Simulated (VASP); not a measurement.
Si8NO14 (a cell with a defect), 23 atoms in the cell. The cell holds a defect, 23 atoms: a = 5.893 Å, b = 5.893 Å, c = 5.329 Å, α = 90.00°, β = 90.00°, γ = 90.00°. 

* Program: VASP 6.6.1
* Task: single point
* Functional: PBE
* Potentials or basis: VASP PAW PBE potentials, release 64 (Si, O, N)
* Cutoff: 520 eV
* k mesh: 2 × 2 × 2
* Occupations: gaussian, width 0.05 eV
* Spin: no spin polarisation
* Dipole correction: no
* Charge: -1
* Further INCAR settings: LREAL = Auto; ALGO = Normal; EDIFF = 1e-07; NBANDS = 78; NELECT = 122.0

Potentials or basis: VASP PAW PBE potentials, release 64 (Si, O, N).

Run with:

```console
$ cat potpaw_PBE.64/Si/POTCAR potpaw_PBE.64/O/POTCAR potpaw_PBE.64/N/POTCAR > POTCAR
$ mpirun -np 1 vasp_std > vasp.out
```

Hardware: 1 thread of Intel(R) Xeon(R) 6975P-C (Granite Rapids), on a shared host.

Question: How long does it take, and how much memory?

Answer: Run time: 100 s on 1 thread of Intel(R) Xeon(R) 6975P-C (Granite Rapids), with other jobs on the host, peak memory 0.32 GiB. Counts: scf iterations 16, k points 8.
